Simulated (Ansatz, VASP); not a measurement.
## SrTe: VASP beside Ansatz

INCAR

```
PREC     = Accurate       # precision mode
ENCUT    = 500            # plane-wave cutoff, eV
EDIFF    = 1E-6           # SCF threshold, eV
ISMEAR   = 0              # smearing method
SIGMA    = 0.01           # smearing width, eV
LREAL    = False          # projectors in reciprocal space
LASPH    = True           # aspherical terms in the spheres
NELM     = 120            # most SCF steps
ALGO     = Normal         # electronic algorithm
ISIF     = 2              # what is computed and relaxed
LWAVE    = False          # write WAVECAR
LCHARG   = False          # write CHGCAR
GGA      = PE             # functional
NBANDS   = 15             # bands
GGA_COMPAT= False
```

Contents of KPOINTS:

```
regular mesh
0
Gamma
  6 6 6
```

The input POSCAR:

```
SrTe
1.0
    0.0000000000      3.4238473232      3.4238473232
    3.4238473232      0.0000000000      3.4238473232
    3.4238473232      3.4238473232      0.0000000000
Sr Te
1 1
Direct
    0.0000000000      0.0000000000      0.0000000000
    0.5000000000      0.5000000000      0.5000000000
```

Input for Ansatz:

```yaml
crystal:
  lattice:
    - [0.0, 3.4238473232, 3.4238473232]
    - [3.4238473232, 0.0, 3.4238473232]
    - [3.4238473232, 3.4238473232, 0.0]
  atoms:
    - { symbol: Sr, position: [0.0, 0.0, 0.0] }
    - { symbol: Te, position: [0.5, 0.5, 0.5] }
kpoints:
  mp_grid: { grid: [6, 6, 6] }
hamiltonian:
  xc: pbe
scf:
  occupations: { method: fixed }
  n_extra_bands: 4
output:
  forces: true
  stress: true
  eigenvalues: true
```

Alike in both runs: task single point; functional PBE; k mesh 6 × 6 × 6; no spin polarisation.

|  | VASP | Ansatz |
| --- | --- | --- |
| version | VASP 6.6.1 | Ansatz 0.2.0 |
| potentials or method | VASP PAW PBE potentials, release 64 (Sr_sv, Te) | plane waves, PAW |
| plane-wave cutoff (eV) | 500 | 420 |
| occupations | gaussian, width 0.01 eV | fixed |
| valence electrons in the cell | 16 | 26 |

|  | VASP | Ansatz | Ansatz less VASP |
| --- | --- | --- | --- |
| gap on the k mesh at the Fermi level (eV) | 1.89 | 1.91 | +0.021 |
| pressure (GPa) | -1.6 | -1.6 | -0.07 |

VASP's potentials hold 16 valence electrons a cell and Ansatz's 26, so a difference there can come from the potentials and not from the codes.

Spin-orbit coupling is off throughout.
